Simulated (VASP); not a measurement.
# SnO: single point with PBE+D3(BJ)

System: SnO, a slab with vacuum.

```
Sn O
1.0
     3.82015    0.00030    0.00000
    -0.00031    3.82015    0.00000
     0.00000    0.00000   22.22608
Sn O
4 4
Direct
  0.99995 0.99995 0.20246
  0.49995 0.49995 0.30878
  0.99995 0.99995 0.48875
  0.49995 0.49995 0.59507
  0.99995 0.49995 0.25562
  0.49995 0.99995 0.25562
  0.99994 0.49994 0.54191
  0.49994 0.99994 0.54191
```

This cell differs from its parent crystal: layers slid over each other.

```
Program             : VASP 6.6.1
Task                : single point
Functional          : PBE
Dispersion          : D3(BJ)
Potentials or basis : VASP PAW PBE potentials, release 64 (Sn_d, O)
Cutoff              : 520 eV
k mesh              : 7 × 7 × 1
Occupations         : gaussian, width 0.05 eV
Spin                : no spin polarisation
```

- Largest force: 0.196 eV/Å
- Band gap on the k mesh: 2.54 eV (least direct gap 2.55 eV)
- Dispersion energy per atom: -0.157 eV

Forces on the atoms (eV/Å):
```
Sn   0.000  0.000 -0.075
Sn   0.000  0.000  0.196
Sn   0.000  0.000 -0.196
Sn   0.000  0.000  0.075
O    0.000  0.000  0.016
O    0.000  0.000  0.016
O    0.000  0.000 -0.016
O    0.000  0.000 -0.016
```

Levels at points of the mesh, in eV from the valence-band top:
```
           k point  band 38  band 39  band 40  band 41  band 42  band 43
(0.00, 0.00, 0.00)    -1.96    -0.62    -0.02     2.54     2.85     2.86
```

It took 3.9 min on 1 thread of Intel(R) Xeon(R) Platinum 8488C (Sapphire Rapids), on a shared host, peak memory 0.38 GiB.

Caveat: the cell differs from its parent crystal (layers slid over each other); spin-orbit coupling is left out, which moves the levels of the heavy elements.
